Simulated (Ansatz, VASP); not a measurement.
**HfO2 in VASP and in Ansatz**

Contents of POSCAR:

```
HfO2
1.0
    3.7556655481      0.0000000000      0.0000000000
    0.0000000000      3.7556655481      0.0000000000
    0.0000000000      0.0000000000      5.4628076449
Hf O
2 4
Direct
    0.5000000000      0.5000000000      0.5000000000
    0.0000000000      0.0000000000      0.0000000000
    0.0000000000      0.5000000000      0.6961635355
    0.5000000000      0.0000000000      0.8038364645
    0.5000000000      0.0000000000      0.3038364645
    0.0000000000      0.5000000000      0.1961635355
```

INCAR.step1

```
SYSTEM = HfO2
PREC     = Accurate       ! precision mode
ENCUT    = 520            ! plane-wave cutoff, eV
ISMEAR   = 0              ! smearing method
SIGMA    = 0.05           ! smearing width, eV
LREAL    = .FALSE.        ! projectors in reciprocal space
LASPH    = .TRUE.         ! aspherical terms in the spheres
NELM     = 100            ! most SCF steps
NBANDS   = 31             ! bands
GGA      = PE             ! functional
ALGO     = Normal         ! electronic algorithm
EDIFF    = 1E-4           ! SCF threshold, eV
LWAVE    = .TRUE.         ! write WAVECAR
LCHARG   = .FALSE.        ! write CHGCAR
```

INCAR.step2

```
SYSTEM = HfO2
PREC     = Accurate       ! precision mode
ENCUT    = 520            ! plane-wave cutoff, eV
EDIFF    = 1E-7           ! SCF threshold, eV
ISMEAR   = 0              ! smearing method
SIGMA    = 0.05           ! smearing width, eV
LREAL    = .FALSE.        ! projectors in reciprocal space
LASPH    = .TRUE.         ! aspherical terms in the spheres
NELM     = 100            ! most SCF steps
ALGO     = Normal         ! electronic algorithm
ISIF     = 2              ! what is computed and relaxed
LWAVE    = .FALSE.        ! write WAVECAR
LCHARG   = .FALSE.        ! write CHGCAR
METAGGA  = R2SCAN         ! meta-GGA
LMIXTAU  = .TRUE.       
NBANDS   = 31             ! bands
ISTART   = 1
```

KPOINTS

```
regular mesh
0
G
  6 6 6
  0 0 0
```

Input for Ansatz:

```yaml
crystal:
  lattice:
    - [3.7556655481, 0.0, 0.0]
    - [0.0, 3.7556655481, 0.0]
    - [0.0, 0.0, 5.4628076449]
  atoms:
    - { symbol: Hf, position: [0.5, 0.5, 0.5] }
    - { symbol: Hf, position: [0.0, 0.0, 0.0] }
    - { symbol: O, position: [0.0, 0.5, 0.6961635355] }
    - { symbol: O, position: [0.5, 0.0, 0.8038364645] }
    - { symbol: O, position: [0.5, 0.0, 0.3038364645] }
    - { symbol: O, position: [0.0, 0.5, 0.1961635355] }
basis:
  ecutwfc: 500
kpoints:
  mp_grid: { grid: [6, 6, 6] }
hamiltonian:
  xc: r2scan
scf:
  occupations: { method: gaussian, width: 0.05 }
output:
  forces: true
  stress: true
  eigenvalues: true
```

Change from the starting cell: strain +0.050 along x and y, +0.050 along z, atoms carried along.

Alike in both runs: task single point; functional r2SCAN; k mesh 6 × 6 × 6; occupations gaussian, width 0.05 eV; no spin polarisation.

|  | VASP | Ansatz |
| --- | --- | --- |
| version | VASP 6.6.1 | Ansatz 0.2.0 |
| potentials or method | VASP PAW PBE potentials, release 64 (Hf_pv, O), cutoff 520 eV | scalar-relativistic, plane waves, PAW |
| valence electrons in the cell | 44 | 76 |

|  | VASP | Ansatz | Ansatz less VASP |
| --- | --- | --- | --- |
| gap on the k mesh at the Fermi level (eV) | 4.60 | 4.64 | +0.040 |
| least direct gap on the mesh (eV) | 4.66 | 4.70 | +0.037 |
| pressure (GPa) | -30.7 | -28.2 | +2.54 |
| traceless stress, the component that is largest in VASP (GPa) | 2.75 | 2.57 | -0.180 |
| rms of the force components (eV/Å) | 0.351 | 0.321 | -0.0305 |

VASP's potentials were made for PBE, not for r2SCAN. Atom by atom the forces differ by 0.030 eV/Å (rms over components). Both programs put the cell under strong tension, so it lies far from rest at this level. With one functional, cell and mesh, what is left measures potentials, basis and numerics. VASP's potentials hold 44 valence electrons a cell and Ansatz's 76, so a difference there can come from the potentials and not from the codes.

Neither program's run includes spin-orbit coupling. Noted on VASP's run: the cell as given lies far from equilibrium.
